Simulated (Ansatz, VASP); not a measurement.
# Al7CrO12: VASP beside Ansatz

File INCAR:

```
PREC = Accurate ; ENCUT = 520
EDIFF = 1E-6 ; ISMEAR = 0
SIGMA = 0.05 ; LREAL = Auto
LASPH = T ; NELM = 150
ALGO = Normal ; ISIF = 2
LWAVE = F ; LCHARG = F
LMAXMIX = 4 ; LDAU = T
LDAUTYPE = 2 ; LDAUL = 2 -1 -1
LDAUU = 3 0 0 ; LDAUJ = 0 0 0
LDAUPRINT = 1 ; GGA = PS
NBANDS = 68
```

KPOINTS

```
Automatic mesh
0
Gamma
  2 4 4
```

The input POSCAR:

```
Al7CrO12
1.0
    4.7540000000      2.7447232000      8.6600000000
   -2.3770000000      1.3723616000      4.3300000000
    0.0000000000     -2.7447232000      4.3300000000
Cr Al O
1 7 12
Direct
    0.4248310066      0.8488766776      0.8501503514
    0.9261875480      0.8534753012      0.8518871687
    0.3227087651      0.6488884542      0.6480186867
    0.8255244505      0.6475215237      0.6482828927
    0.0725118515      0.1524905310      0.1493927081
    0.5763630569      0.1452832027      0.1485898822
    0.1737811745      0.3537084674      0.3531194136
    0.6780776672      0.3497543676      0.3505419022
    0.0281003949      0.4447750869      0.7501063195
    0.5291945556      0.4333526710      0.7528369475
    0.3755754573      0.0571457971      0.4337800882
    0.8758257150      0.0572420577      0.4445615115
    0.2163773020      0.7542289390      0.0586881062
    0.7226610100      0.7486908988      0.0559724570
    0.4737356574      0.5417637100      0.2642267069
    0.9706561688      0.5588841776      0.2506795989
    0.1246017287      0.9458468636      0.5554653959
    0.6331118508      0.9427087734      0.5450319803
    0.2709823277      0.2638269363      0.9479052883
    0.7791923115      0.2515355631      0.9407625942
```

Input for Ansatz:

```yaml
crystal:
  lattice:
    - [4.754, 2.7447232, 8.66]
    - [-2.377, 1.3723616, 4.33]
    - [0.0, -2.7447232, 4.33]
  atoms:
    - { symbol: Cr, position: [0.4248310066, 0.8488766776, 0.8501503514] }
    - { symbol: Al, position: [0.926187548, 0.8534753012, 0.8518871687] }
    - { symbol: Al, position: [0.3227087651, 0.6488884542, 0.6480186867] }
    - { symbol: Al, position: [0.8255244505, 0.6475215237, 0.6482828927] }
    - { symbol: Al, position: [0.0725118515, 0.152490531, 0.1493927081] }
    - { symbol: Al, position: [0.5763630569, 0.1452832027, 0.1485898822] }
    - { symbol: Al, position: [0.1737811745, 0.3537084674, 0.3531194136] }
    - { symbol: Al, position: [0.6780776672, 0.3497543676, 0.3505419022] }
    - { symbol: O, position: [0.0281003949, 0.4447750869, 0.7501063195] }
    - { symbol: O, position: [0.5291945556, 0.433352671, 0.7528369475] }
    - { symbol: O, position: [0.3755754573, 0.0571457971, 0.4337800882] }
    - { symbol: O, position: [0.875825715, 0.0572420577, 0.4445615115] }
    - { symbol: O, position: [0.216377302, 0.754228939, 0.0586881062] }
    - { symbol: O, position: [0.72266101, 0.7486908988, 0.055972457] }
    - { symbol: O, position: [0.4737356574, 0.54176371, 0.2642267069] }
    - { symbol: O, position: [0.9706561688, 0.5588841776, 0.2506795989] }
    - { symbol: O, position: [0.1246017287, 0.9458468636, 0.5554653959] }
    - { symbol: O, position: [0.6331118508, 0.9427087734, 0.5450319803] }
    - { symbol: O, position: [0.2709823277, 0.2638269363, 0.9479052883] }
    - { symbol: O, position: [0.7791923115, 0.2515355631, 0.9407625942] }
basis:
  ecutwfc: 420
  ecutrho_ratio: 4
kpoints:
  mp_grid: { grid: [2, 4, 4] }
hamiltonian:
  xc: pbesol
  hubbard: { sites: [{ site: 0, l: d, u_eff: 3.0 }] }
scf:
  occupations: { method: gaussian, width: 0.05 }
  lower_state_search: "off"
  max_iter: 150
output:
  forces: true
  stress: true
  eigenvalues: true
  populations: true
  hubbard: { sites: [{ site: 0, l: d }] }
```

Alike in both runs: task single point; functional PBEsol; k mesh 2 × 4 × 4; occupations gaussian, width 0.05 eV; no spin polarisation; Hubbard terms Cr d U = 3.0 eV.

```csv
,VASP,Ansatz
version,VASP 6.6.1,Ansatz 0.2.0
potentials or method,"VASP PAW PBE potentials, release 64 (Cr_pv, Al, O), cutoff 520 eV","scalar-relativistic, plane waves, PAW"
valence electrons in the cell,105,107
```

```csv
,VASP,Ansatz,Ansatz less VASP
gap on the k mesh at the Fermi level (eV),none,none,-
pressure (GPa),6.9,6.2,-0.65
"traceless stress, the component that is largest in VASP (GPa)",0.86,1.04,+0.175
rms of the force components (eV/Å),0.118,0.141,+0.0228
```

VASP's potentials were made for PBE, not for PBEsol. The programs project onto different local orbitals, so the same U acts differently, and such runs can settle in different states. Atom by atom the forces differ by 0.061 eV/Å (rms over components). A gap of «none» marks a metal or a gap that the smearing closes. VASP's potentials hold 105 valence electrons a cell and Ansatz's 107, so a difference there can come from the potentials and not from the codes. Ansatz's warnings: filled band counts differ across k points.

The k mesh is coarse, so the values compare programs but aren't converged.
